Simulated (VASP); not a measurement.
# ReBPt (P-6m2) in VASP: a series of runs

ReBPt is run at these levels: PBE; tasks: single point.

Everything below comes from runs of VASP 6.6.1. Logs are shortened: lines on timing, memory, paths and dates and some standing lists are left out, and cuts for length are marked.

## 1. The cell of the first run

It takes space group P-6m2 (No. 187, hexagonal). Conventional cell: a = 3.753 Å, b = 3.753 Å, c = 3.235 Å, α = 90.00°, β = 90.00°, γ = 120.00°. Within 2.9 Å of Re (site symmetry -6m2) lie 3 B at 2.17 Å and 6 Pt at 2.70 Å. Within 2.9 Å of B (site symmetry -6m2) lie 3 Re at 2.17 Å and 6 Pt at 2.70 Å. Within 3.6 Å of Pt (site symmetry -6m2) lie 6 Re at 2.70 Å and 6 B at 2.70 Å and 2 Pt at 3.24 Å.

The cell was generated, and may not be a known phase.

## 2. Single point, PBE

File INCAR:

```
SYSTEM = ReBPt
ALGO = Normal
EDIFF = 1E-6
ENCUT = 570
GGA = PE
GGA_COMPAT = .FALSE.
ISIF = 2
ISMEAR = 0
LASPH = .TRUE.
LCHARG = .TRUE.
LELF = .TRUE.
LREAL = .FALSE.
LVHAR = .TRUE.
LWAVE = .FALSE.
NBANDS = 25
NELM = 120
PREC = Accurate
SIGMA = 0.1
```

File KPOINTS:

```
k-points
0
G
  12 12 14
  0 0 0
```

File POSCAR:

```
ReBPt
1.0
    3.7525521094      0.0000000000      0.0000000000
   -1.8762760547      3.2498054558      0.0000000000
    0.0000000000      0.0000000000      3.2350515081
Re B Pt
1 1 1
Direct
    0.0000000000      0.0000000000      0.5000000000
    0.3333333333      0.6666666667      0.5000000000
    0.6666666667      0.3333333333      0.0000000000
```

Potentials or basis: VASP PAW PBE potentials, release 64 (Re_sv_GW, B, Pt_sv_GW).

Launch:

```bash
> cat potpaw_PBE.64/Re_sv_GW/POTCAR potpaw_PBE.64/B/POTCAR potpaw_PBE.64/Pt_sv_GW/POTCAR > POTCAR
> mpirun -np 1 vasp_std > vasp.out
```

OUTCAR:

```text
SYSTEM = ReBPt
   EDIFF = 1E-6
   ENCUT = 570
   GGA = PE
   ISIF = 2
   ISMEAR = 0
   LASPH = .TRUE.
   LREAL = .FALSE.
   NELM = 120
   PREC = Accurate

 ion  position               nearest neighbor table
   1  0.000  0.000  0.500-   2 2.17   2 2.17   2 2.17   3 2.70   3 2.70   3 2.70   3 2.70   3 2.70
                             3 2.70
   2  0.333  0.667  0.500-   1 2.17   1 2.17   1 2.17   3 2.70   3 2.70   3 2.70   3 2.70   3 2.70
                             3 2.70
   3  0.667  0.333  0.000-   1 2.70   1 2.70   2 2.70   2 2.70   2 2.70   2 2.70   1 2.70   1 2.70
                             1 2.70   1 2.70   2 2.70   2 2.70

  LATTYP: Found a hexagonal cell.
 ALAT       =     3.7525521094
 C/A-ratio  =     0.8620936935

  Lattice vectors:

 A1 = (   3.7525521094,   0.0000000000,   0.0000000000)
 A2 = (  -1.8762760547,   3.2498054558,   0.0000000000)
 A3 = (   0.0000000000,   0.0000000000,   3.2350515081)

Analysis of symmetry for initial positions (statically):
=====================================================================
 Subroutine PRICEL returns:
 Original cell was already a primitive cell.

 Routine SETGRP: Setting up the symmetry group for a
 hexagonal supercell.

 Subroutine GETGRP returns: Found 12 space group operations
 (whereof 12 operations were pure point group operations)
 out of a pool of 24 trial point group operations.

The static configuration has the point symmetry D_3h.

Analysis of symmetry for dynamics (positions and initial velocities):
=====================================================================
 Subroutine PRICEL returns:
 Original cell was already a primitive cell.

 Routine SETGRP: Setting up the symmetry group for a
 hexagonal supercell.

 Subroutine GETGRP returns: Found 12 space group operations
 (whereof 12 operations were pure point group operations)
 out of a pool of 24 trial point group operations.

The dynamic configuration has the point symmetry D_3h.

 Subroutine INISYM returns: Found 12 space group operations
 (whereof 12 operations are pure point group operations),
 and found     1 'primitive' translations

----------------------------------------------------------------------------------------

                                     Primitive cell

  volume of cell :      39.4517

  direct lattice vectors                    reciprocal lattice vectors
     3.752552109  0.000000000  0.000000000     0.266485307  0.153855364  0.000000000
    -1.876276055  3.249805456  0.000000000     0.000000000  0.307710727  0.000000000
     0.000000000  0.000000000  3.235051508     0.000000000  0.000000000  0.309114089

  length of vectors
     3.752552109  3.752552109  3.235051508     0.307710727  0.307710727  0.309114089

  position of ions in fractional coordinates (direct lattice)
     0.000000000  0.000000000  0.500000000
     0.333333333  0.666666667  0.500000000
     0.666666667  0.333333333  0.000000000

  ion indices of the primitive-cell ions
   primitive index   ion index
                 1           1
                 2           2
                 3           3

----------------------------------------------------------------------------------------

 KPOINTS: k-points

Automatic generation of k-mesh.
 Grid dimensions read from file:
 generate k-points for:   12   12   14

 Generating k-lattice:

  Cartesian coordinates                     Fractional coordinates (reciprocal lattice)
     0.022207109  0.012821280  0.000000000     0.083333333  0.000000000  0.000000000
     0.000000000  0.025642561  0.000000000     0.000000000  0.083333333  0.000000000
     0.000000000  0.000000000  0.022079578     0.000000000  0.000000000  0.071428571

  Length of vectors
     0.025642561  0.025642561  0.022079578

  Shift w.r.t. Gamma in fractional coordinates (k-lattice)
     0.000000000  0.000000000  0.000000000

 Subroutine IBZKPT returns following result:
 ===========================================

 Found    152 irreducible k-points:

 Following reciprocal coordinates:
            Coordinates               Weight
  0.000000  0.000000  0.000000      1.000000
  0.083333 -0.000000  0.000000      6.000000
  0.166667 -0.000000  0.000000      6.000000
  0.250000  0.000000  0.000000      6.000000
  0.333333  0.000000  0.000000      6.000000
  0.416667 -0.000000  0.000000      6.000000
[... 16 lines left out ...]
  0.250000  0.000000  0.071429     12.000000
  0.333333  0.000000  0.071429     12.000000
 [... further k-points ...]
   k-points           NKPTS =    152   k-points in BZ     NKDIM =    152   number of bands    NBANDS=     25
   number of dos      NEDOS =    301   number of ions     NIONS =      3
   total plane-waves  NPLWV =  25200
   dimension x,y,z NGX =    30 NGY =   30 NGZ =   28
   dimension x,y,z NGXF=    60 NGYF=   60 NGZF=   56
   ions per type =               1   1   1
   NGX,Y,Z   is equivalent  to a cutoff of  13.29, 13.29, 14.39 a.u.
   NGXF,Y,Z  is equivalent  to a cutoff of  26.58, 26.58, 28.78 a.u.
 SYSTEM =  ReBPt
   PREC   = accura    normal or accurate (medium, high low for compatibility)
   ISTART =      0    job   : 0-new  1-cont  2-samecut
   ICHARG =      2    charge: 1-file 2-atom 10-const
   ISPIN  =      1    spin polarized calculation?
   LNONCOLLINEAR =      F non collinear calculations
   LSORBIT =      F    spin-orbit coupling
   LASPH  =      T    aspherical Exc in radial PAW
   ENCUT  =  570.0 eV  41.89 Ry    6.47 a.u.   7.31  7.31  6.30*2*pi/ulx,y,z
   NELM   =    120;   NELMIN=  2; NELMDL= -5     # of ELM steps
   EDIFF  = 0.1E-05   stopping-criterion for ELM
   LREAL  =      F    real-space projection
   EDIFFG = 0.1E-04   stopping-criterion for IOM
   NSW    =      0    number of steps for IOM
   IBRION =     -1    ionic relax: 0-MD 1-quasi-New 2-CG
   NFREE  =      0    steps in history (QN), initial steepest desc. (CG)
   ISIF   =      2    stress and relaxation
   ISYM   =      2    0-nonsym 1-usesym 2-fastsym
   POTIM  = 0.5000    time-step for ionic-motion
   TEBEG  =    0.0;   TEEND  =   0.0 temperature during run
   PSTRESS=    0.0 pullay stress
   NELECT =      36.0000    total number of electrons
   NUPDOWN=      -1.0000    fix difference up-down
   EMIN   =  10.00;   EMAX   =-10.00  energy-range for DOS
   EFERMI =   0.00;   METHOD = LEGACY
   ISMEAR =     0;   SIGMA  =   0.10  broadening in eV -4-tet -1-fermi 0-gaus
   EFERMI_NEDOS =   21; number of points for ismear=-14 and -15
   IALGO  =     38    algorithm
   IMIX   =      4    mixing-type and parameters
     AMIX     =   0.40;   BMIX     =  1.00
     AMIX_MAG =   1.60;   BMIX_MAG =  1.00
  volume/ion in A,a.u.               =      13.15        88.74
  Fermi-wavevector in a.u.,A,eV,Ry     =   1.587891  3.000678 34.305681  2.521396
  Thomas-Fermi vector in A             =   2.686978
   LORBIT       =      0    0 simple, 1 ext, 2 COOP (PROOUT), +10 PAW based schemes
   GGA     = PE    functional components
   LHFCALC =     F    Hartree Fock is set to
   AEXX    =    0.0000 exact exchange contribution
   IVDW    =     0    specifies the selected vdW correction
   LEPSILON=     F    determine dielectric tensor
   LRPA    =     F    only Hartree local field effects (RPA)
 non-spin polarized calculation
 Gauss-broadening in eV      SIGMA  =   0.10
  energy-cutoff  :      570.00
  volume of cell :       39.45
 maximum number of plane-waves:      1237
 NGX is ok and might be reduce to    30
   NGX = 15   NGY = 15   NGZ = 13

 number of electron      36.0000002 magnetization

 Free energy of the ion-electron system (eV)
  ---------------------------------------------------
  ext. energy  EPLUGINS =         0.00000000
  ---------------------------------------------------
  free energy    TOTEN  =       -25.67229217 eV

  energy without entropy =      -25.66289654  energy(sigma->0) =      -25.66759435

 E-fermi :  10.1174     XC(G=0): -13.2962

 val. band max:       10.1097130163   @ k =   0.3333   0.1667   0.2143
 cond. band min:      10.1212852683   @ k =   0.3333   0.3333   0.5000
 fundamental gap:      0.0115722519
 Fermi energy:        10.1174101380

 k-point     1 :       0.0000    0.0000    0.0000
  band No.  band energies     occupation
      1     -88.8389      2.00000
      2     -69.8987      2.00000
      3     -43.0320      2.00000
      4     -43.0320      2.00000
      5     -42.8747      2.00000
      6     -31.7406      2.00000
[... 17 lines left out ...]
     24      20.2996      0.00000
     25      20.3027      0.00000

 k-point     2 :       0.0833   -0.0000    0.0000
  band No.  band energies     occupation
      1     -88.8390      2.00000
      2     -69.8988      2.00000
      3     -43.0325      2.00000
      4     -43.0323      2.00000
      5     -42.8748      2.00000
      6     -31.7411      2.00000
[... 17 lines left out ...]
     24      20.2458      0.00000
     25      20.7799      0.00000

 k-point     3 :       0.1667   -0.0000    0.0000
  band No.  band energies     occupation
      1     -88.8392      2.00000
      2     -69.8988      2.00000
      3     -43.0340      2.00000
      4     -43.0329      2.00000
      5     -42.8744      2.00000
      6     -31.7419      2.00000
[... 17 lines left out ...]
     24      20.4183      0.00000
     25      21.4394      0.00000

 k-point     4 :       0.2500    0.0000    0.0000
  band No.  band energies     occupation
      1     -88.8390      2.00000
      2     -69.8986      2.00000
      3     -43.0353      2.00000
      4     -43.0338      2.00000
      5     -42.8736      2.00000
      6     -31.7460      2.00000
[... 17 lines left out ...]
     24      20.5907      0.00000
     25      21.5290      0.00000

 k-point     5 :       0.3333    0.0000    0.0000
  band No.  band energies     occupation
      1     -88.8389      2.00000
      2     -69.8984      2.00000
      3     -43.0369      2.00000
      4     -43.0346      2.00000
      5     -42.8729      2.00000
      6     -31.7565      2.00000
[... 17 lines left out ...]
     24      20.6307      0.00000
     25      21.2102      0.00000

 k-point     6 :       0.4167   -0.0000    0.0000
  band No.  band energies     occupation
      1     -88.8389      2.00000
      2     -69.8983      2.00000
      3     -43.0383      2.00000
      4     -43.0353      2.00000
      5     -42.8724      2.00000
      6     -31.7643      2.00000
[... 17 lines left out ...]
     24      20.5988      0.00000
     25      20.9740      0.00000
[... 393 lines left out ...]
 k-point    21 :       0.0833   -0.0000    0.0714
  band No.  band energies     occupation
      1     -88.8391      2.00000
      2     -69.8986      2.00000
      3     -43.0324      2.00000
      4     -43.0320      2.00000
      5     -42.8768      2.00000
      6     -31.7476      2.00000
[... 17 lines left out ...]
     24      20.3545      0.00000
     25      20.8152      0.00000

 k-point    22 :       0.1667   -0.0000    0.0714
  band No.  band energies     occupation
      1     -88.8391      2.00000
      2     -69.8986      2.00000
      3     -43.0337      2.00000
      4     -43.0327      2.00000
      5     -42.8764      2.00000
      6     -31.7484      2.00000
[... 17 lines left out ...]
     24      20.4715      0.00000
     25      21.4577      0.00000

 k-point    23 :       0.2500    0.0000    0.0714
  band No.  band energies     occupation
      1     -88.8388      2.00000
      2     -69.8983      2.00000
      3     -43.0352      2.00000
      4     -43.0335      2.00000
      5     -42.8756      2.00000
      6     -31.7497      2.00000
[... 17 lines left out ...]
     24      20.5254      0.00000
     25      21.6281      0.00000

 k-point    24 :       0.3333    0.0000    0.0714
  band No.  band energies     occupation
      1     -88.8387      2.00000
      2     -69.8982      2.00000
      3     -43.0369      2.00000
      4     -43.0342      2.00000
      5     -42.8750      2.00000
      6     -31.7563      2.00000
[... 17 lines left out ...]
     24      20.5178      0.00000
     25      21.2360      0.00000

 [... further k-points ...]

------------------------ aborting loop because EDIFF is reached ----------------------------------------

  FORCE on cell =-STRESS in cart. coord.  units (eV):
  Direction    XX          YY          ZZ          XY          YZ          ZX
  --------------------------------------------------------------------------------------
  -------------------------------------------------------------------------------------
  Total       -0.2850994     -0.2850994     -0.2792374      0.0000000      0.0000000      0.0000000
  in kB      -11.5782159    -11.5782159    -11.3401502      0.0000000      0.0000000      0.0000000
  external PRESSURE =     -11.4988607 kB  Pullay stress =       0.0000000 kB

 VOLUME and BASIS-vectors are now :
 -----------------------------------------------------------------------------
  energy-cutoff  :      570.00
  volume of cell :       39.45
      direct lattice vectors                 reciprocal lattice vectors
     3.752552109  0.000000000  0.000000000     0.266485307  0.153855364  0.000000000
    -1.876276055  3.249805456  0.000000000     0.000000000  0.307710727  0.000000000
     0.000000000  0.000000000  3.235051508     0.000000000  0.000000000  0.309114089

 POSITION                                       TOTAL-FORCE (eV/Angst)
 -----------------------------------------------------------------------------------
      0.00000      0.00000      1.61753         0.000000      0.000000      0.000000
     -0.00000      2.16654      1.61753         0.000000      0.000000      0.000000
      1.87628      1.08327      0.00000        -0.000000      0.000000      0.000000
 -----------------------------------------------------------------------------------
    total drift:                               -0.000001      0.000000      0.000000

  FREE ENERGIE OF THE ION-ELECTRON SYSTEM (eV)
  ---------------------------------------------------
  free  energy   TOTEN  =       -25.6722921699 eV

  energy  without entropy=      -25.6628965397  energy(sigma->0) =      -25.66759435
```

Run time: 1.9 min. Hardware: 1 thread of Intel Xeon Platinum 8375C at 2.90GHz (Ice Lake), shared host; peak memory 0.33 GiB.

What came out:

```
Free energy            : -25.6723 eV
Pressure               : -1.1 GPa
Band gap on the k mesh : zero (bands 18 and 19 overlap by 2.19 eV)
```

Levels at points of the mesh, in eV from the Fermi level:
```
           k point  band 16  band 17  band 18  band 19  band 20  band 21
(0.00, 0.00, 0.00)    -2.91    -1.87     0.92     0.92     1.65     5.27
(0.50, 0.00, 0.00)    -1.84    -1.12    -0.43     0.34     0.84     1.92
(0.00, 0.00, 0.50)    -0.43    -0.43     1.23     1.23     2.03     5.42
(0.50, 0.00, 0.50)    -2.08    -1.59    -1.23    -0.85     0.51     3.69
```

Caveat: spin-orbit coupling is left out, which moves the levels of the heavy elements.

(Part 1 of 2 ends here.)

The gap in the log of VASP goes by the Fermi energy; the results here count the filled bands.